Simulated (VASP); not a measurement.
Write the native input for VASP 6.6.1 that does the following.

```
Task                   : relaxation of cell and atoms
Functional             : r2SCAN
Potentials or basis    : VASP PAW PBE potentials, release 64 (Zr_sv)
Cutoff                 : 600 eV
k mesh                 : 9 × 9 × 5
Occupations            : fermi-dirac, width 0.05 eV
Spin                   : no spin polarisation
Target pressure        : 20 GPa
Dipole correction      : no
Further INCAR settings : ALGO = Normal; EDIFF = 1e-06; IBRION = 2; EDIFFG = -0.01; NSW = 60; ISIF = 3
```

Crystal: Zr.

```xyz
2
Lattice="3.2320 0.0000 0.0000 -1.6160 2.7990 0.0000 0.0000 0.0000 5.1470" Properties=species:S:1:pos:R:3 pbc="T T T"
Zr    1.6160    0.9330    3.8603
Zr    0.0000    1.8660    1.2868
```

One way to write it, as run:

POSCAR

```
Zr
1.0
    3.2320000000      0.0000000000      0.0000000000
   -1.6160000000      2.7989941050      0.0000000000
    0.0000000000      0.0000000000      5.1470000000
Zr
2
Direct
    0.6666666667      0.3333333333      0.7500000000
    0.3333333333      0.6666666667      0.2500000000
```

INCAR.step1

```
PREC = Accurate
ENCUT = 600
ISMEAR = -1
SIGMA = 0.05
LREAL = False
LASPH = True
NELM = 60
GGA = PE
ALGO = Normal
EDIFF = 1E-4
LWAVE = True
LCHARG = False
```

INCAR.step2

```
PREC = Accurate
ENCUT = 600
EDIFF = 1E-6
ISMEAR = -1
SIGMA = 0.05
LREAL = False
LASPH = True
NELM = 60
ALGO = Normal
ISIF = 3
LWAVE = False
LCHARG = False
METAGGA = R2SCAN
LMIXTAU = True
IBRION = 2
NSW = 60
EDIFFG = -0.01
PSTRESS = 200.0
ISTART = 1
```

KPOINTS

```
regular mesh
0
Gamma
  9 9 5
```

Potentials or basis: VASP PAW PBE potentials, release 64 (Zr_sv).

Command:

```bash
$ cat potpaw_PBE.64/Zr_sv/POTCAR > POTCAR
$ cp INCAR.step1 INCAR
$ mpirun -np 1 vasp_std > vasp.out
$ cp INCAR.step2 INCAR
$ mpirun -np 1 vasp_std > vasp.out
```

Results of the run:

```yaml
Relaxed_volume: 19.95 Å³/atom
Relaxed_cell: a = 3.055 Å, b = 3.055 Å, c = 4.934 Å, α = 90.00°, β = 90.00°, γ = 120.00°
Space_group_after_relaxing_to_0.1_Å: P6_3/mmc (No. 194)
Energy_change_on_relaxing_the_run_minimises_the_enthalpy: +198.9 meV/atom
Ionic_steps: 7
Pressure_after_relaxing: 20.0 GPa
Band_gap_on_the_k_mesh: zero (bands 12 and 13 overlap by 1.26 eV)
```

Caveat: the cell is relaxed towards a set pressure, so the run minimises the enthalpy, not the energy; the PAW data sets were made with another functional, which shifts forces and pressure a little.

It took 5.7 min on 1 thread of Intel(R) Xeon(R) 6975P-C (Granite Rapids), on a shared host, peak memory 0.19 GiB.
